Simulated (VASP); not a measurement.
A run of VASP 6.6.1 is set up as follows.

Contents of INCAR:

```
SYSTEM = AgBr
  ALGO = Normal
  EDIFF = 1E-7
  EDIFFG = -0.01
  ENCUT = 450
  GGA = PS
  GGA_COMPAT = .False.
  IBRION = 2
  ISIF = 2
  ISMEAR = -1
  LASPH = .True.
  LCHARG = .False.
  LREAL = .False.
  LWAVE = .False.
  NELM = 120
  NELMIN = 4
  NSW = 50
  PREC = Accurate
  SIGMA = 0.03
```

The input KPOINTS:

```
k-points
0
Gamma
  8 8 8
  0 0 0
```

File POSCAR:

```
AgBr
1.0
    0.0000000000      2.6848523120      2.6848523120
    2.6848523120      0.0000000000      2.6848523120
    2.6848523120      2.6848523120      0.0000000000
Ag Br
1 1
Direct
    0.0000000000      0.0000000000      0.0000000000
    0.5000000000      0.5000000000      0.5000000000
```

Potentials or basis: VASP PAW PBE potentials, release 64 (Ag, Br).

Launch:

```console
$ cat potpaw_PBE.64/Ag/POTCAR potpaw_PBE.64/Br/POTCAR > POTCAR
$ mpirun -np 1 vasp_std > vasp.out
```

Problem. What does it give for the band gap on the k mesh?

Solution. 0.57 eV, indirect (least direct gap 2.88 eV).

Final structure:
```yaml
crystal:
  lattice:
    - [0.00000, 2.68485, 2.68485]
    - [2.68485, 0.00000, 2.68485]
    - [2.68485, 2.68485, 0.00000]
  atoms:
    - { symbol: Ag, position: [0.00000, 0.00000, 0.00000] }
    - { symbol: Br, position: [0.50000, 0.50000, 0.50000] }
```

Caveat: the relaxation stopped at its first step, so nothing moved. A k mesh can miss the band edges.
